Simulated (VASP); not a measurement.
Crystal: GaAs.

```
As Ga
1.0
     0.00000    2.82685    2.82685
     2.82685    0.00000    2.82685
     2.82685    2.82685    0.00000
As Ga
1 1
Direct
  0.75000 0.75000 0.75000
  0.00000 0.00000 0.00000
```

Program: VASP 6.6.1. Alike in all runs: task single point; potentials or basis VASP PAW PBE potentials, release 64 (As, Ga_d); cell as given; cutoff (eV) 520; smearing fermi-dirac 0.05 eV.

Order these runs on this cell by their pressure, lowest first.
A. level PBE-based global hybrid with 10 % exact exchange; spin off; k mesh 5 × 5 × 5; grid for exact exchange (PRECFOCK) Normal; share of exact exchange 0.1
B. level r2SCAN; spin non-collinear, zero start, SOC; k mesh 8 × 8 × 8
C. level r2SCAN50; spin off; k mesh 4 × 4 × 4; grid for exact exchange (PRECFOCK) Normal; share of exact exchange 0.5

C (-2.0 GPa), B (0.6 GPa), A (2.4 GPa).

Caveats: some runs use coarse meshes; the PAW data sets were made with another functional, which shifts forces and pressure a little.
